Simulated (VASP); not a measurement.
Zr3Nb, 8 atoms in the cell. It takes space group Pm-3n (No. 223, cubic). Conventional cell: a = 5.572 Å, b = 5.572 Å, c = 5.572 Å, α = 90.00°, β = 90.00°, γ = 90.00°. Within 3.7 Å of Zr (site symmetry -4m2) lie 10 Zr at 2.79 to 3.41 Å and 4 Nb at 3.12 Å. Within 4.1 Å of Nb (site symmetry m-3) lie 12 Zr at 3.12 Å. 

* Program: VASP 6.6.1
* Task: relaxation of cell and atoms
* Functional: PBE
* Potentials or basis: VASP PAW PBE potentials, release 64 (Zr_sv, Nb_sv)
* Cutoff: 500 eV
* k mesh: 8 × 8 × 8
* Occupations: gaussian, width 0.1 eV
* Spin: no spin polarisation
* Dipole correction: no
* Further INCAR settings: ALGO = Normal; EDIFF = 1e-07; IBRION = 2; EDIFFG = -0.01; NSW = 100; ISIF = 3

Potentials or basis: VASP PAW PBE potentials, release 64 (Zr_sv, Nb_sv).

Run with:

```sh
$ cat potpaw_PBE.64/Zr_sv/POTCAR potpaw_PBE.64/Nb_sv/POTCAR > POTCAR
$ mpirun -np 1 vasp_std > vasp.out
```

Hardware: 1 thread of AMD EPYC 9R45 96-Core Processor (Zen 5), on a shared host.

Problem. How long does it take, and how much memory?

Solution. It took 9.3 min on 1 thread of AMD EPYC 9R45 96-Core Processor (Zen 5) (shared host), peak memory 0.4 GiB. Counts: scf iterations 39, k points 35, ion steps 3.
